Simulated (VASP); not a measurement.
Wanted: the native input for a VASP 6.6.1 run.

| Quantity | Value |
| --- | --- |
| Task | relaxation of cell and atoms |
| Functional | PBE |
| Potentials or basis | VASP PAW PBE potentials, release 64 (Al, N) |
| Cutoff | 600 eV |
| k mesh | 6 × 6 × 4 |
| Occupations | gaussian, width 0.1 eV |
| Spin | no spin polarisation |
| Dipole correction | no |
| Further INCAR settings | ALGO = Normal; EDIFF = 1e-06; IBRION = 2; EDIFFG = -0.04; NSW = 90; ISIF = 3 |

The structure of Al3N lies in POSCAR:

```
Al3N
1.0
    5.1946198642      0.0000000000      0.0000000000
   -2.5973099322      4.4986727654      0.0000000000
    0.0000000000      0.0000000000      4.6928055763
Al N
6 2
Direct
    0.3115000000      0.3115000000      0.2500000000
    0.0000000000      0.3115000000      0.7500000000
    0.6885000000      0.0000000000      0.2500000000
    0.6885000000      0.6885000000      0.7500000000
    0.0000000000      0.6885000000      0.2500000000
    0.3115000000      0.0000000000      0.7500000000
    0.0000000000      0.0000000000      0.0000000000
    0.0000000000      0.0000000000      0.5000000000
```

The input as run:

INCAR

```
PREC = Accurate
ENCUT = 600
EDIFF = 1E-6
ISMEAR = 0
SIGMA = 0.1
LREAL = F
LASPH = T
NELM = 100
ALGO = Normal
ISIF = 3
LWAVE = F
LCHARG = F
GGA = PE
IBRION = 2
NSW = 90
EDIFFG = -0.04
```

KPOINTS

```
Automatic mesh
0
Gamma
  6 6 4
```

Potentials or basis: VASP PAW PBE potentials, release 64 (Al, N).

Launch:

```sh
$ cat potpaw_PBE.64/Al/POTCAR potpaw_PBE.64/N/POTCAR > POTCAR
$ mpirun -np 1 vasp_std > vasp.out
```

Results of the run:

```yaml
Relaxed_volume: 13.39 Å³/atom
Relaxed_cell: a = 4.864 Å, b = 4.864 Å, c = 5.228 Å, α = 90.00°, β = 90.00°, γ = 120.00°
Space_group_after_relaxing_to_0.05_Å: P6_3/mcm (No. 193)
Energy_gained_by_relaxing: 213.1 meV/atom
Ionic_steps: 7
Pressure_after_relaxing: 0.0 GPa
Largest_force_after_relaxing: 0.023 eV/Å
Band_gap_on_the_k_mesh: zero (band 14 reaches 8.92 eV, above the bottom of band 15 at 7.32 eV)
```

Wall time 2 min on 1 thread of Intel(R) Xeon(R) 6975P-C (Granite Rapids) (shared host), peak memory 0.27 GiB.
